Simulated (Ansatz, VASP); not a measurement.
AlPt in VASP and in Ansatz

```
Al Pt
1.0
     3.03759    0.00000    0.00000
     0.00000    3.03759    0.00000
     0.00000    0.00000    3.03759
Al Pt
1 1
Direct
  0.00000 0.00000 0.00000
  0.50000 0.50000 0.50000
```

Alike in both runs: task single point; functional LDA; k mesh 7 × 7 × 7; no spin polarisation.

|  | VASP | Ansatz |
| --- | --- | --- |
| version | VASP 6.6.1 | Ansatz 0.2.0 |
| potentials or method | VASP PAW LDA potentials, release 64 (Al, Pt), cutoff 520 eV | plane waves, PAW |
| occupations | methfessel-paxton of order 1, width 0.2 eV | cold, width 0.2 eV |
| valence electrons in the cell | 13 | 21 |

```tsv
	VASP	Ansatz	Ansatz less VASP
gap on the k mesh at the Fermi level (eV)	none	none	-
pressure (GPa)	0.6	0.0	-0.67
```

LDA's correlation is that of Perdew and Zunger in VASP and of Perdew and Wang (1992) in Ansatz. A gap of «none» marks a metal or a gap that the smearing closes. VASP's potentials hold 13 valence electrons a cell and Ansatz's 21, so a difference there can come from the potentials and not from the codes.

Spin-orbit coupling is off throughout.
